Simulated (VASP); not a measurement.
Set up this calculation in VASP 6.6.1, as the native input.

| Property | Result |
| --- | --- |
| Task | single point |
| Functional | RPBE |
| Potentials or basis | VASP PAW PBE potentials, release 64 (W_sv) |
| Cutoff | 520 eV |
| k mesh | 21 × 21 × 11 |
| Occupations | fermi-dirac, width 0.1 eV |
| Spin | no spin polarisation |
| Dipole correction | no |
| Further INCAR settings | ALGO = Normal; EDIFF = 1e-06; NBANDS = 21 |

The structure of W lies in POSCAR:

```
W
1.0
    2.7881318843      0.0000000000      0.0000000000
   -1.3940659422      2.4145930409      0.0000000000
    0.0000000000      0.0000000000      4.9744889715
W
2
Direct
    0.3333333333      0.6666666667      0.2500000000
    0.6666666667      0.3333333333      0.7500000000
```

One way to write it, as run:

INCAR

```
SYSTEM = W
PREC = Accurate ; ENCUT = 520
EDIFF = 1E-6 ; ISMEAR = -1
SIGMA = 0.1 ; LREAL = .False.
LASPH = .True. ; NELM = 60
ALGO = Normal ; ISIF = 2
LWAVE = .False. ; LCHARG = .False.
GGA = RP ; NBANDS = 21
```

KPOINTS

```
regular mesh
0
Gamma
  21 21 11
  0 0 0
```

Potentials or basis: VASP PAW PBE potentials, release 64 (W_sv).

The run is started by

```bash
$ cat potpaw_PBE.64/W_sv/POTCAR > POTCAR
$ mpirun -np 1 vasp_std > vasp.out
```

It gave:

```json
{
  "Pressure": "0.3 GPa",
  "Band gap on the k mesh": "zero (band 14 reaches 11.78 eV, above the bottom of band 15 at 9.96 eV)"
}
```

Caveat: the PAW data sets were made with another functional, which shifts forces and pressure a little; spin-orbit coupling is left out, which moves the levels of the heavy elements.

Run time: 50 s on 1 thread of Intel(R) Xeon(R) 6975P-C (Granite Rapids), on a shared host, peak memory 0.28 GiB.
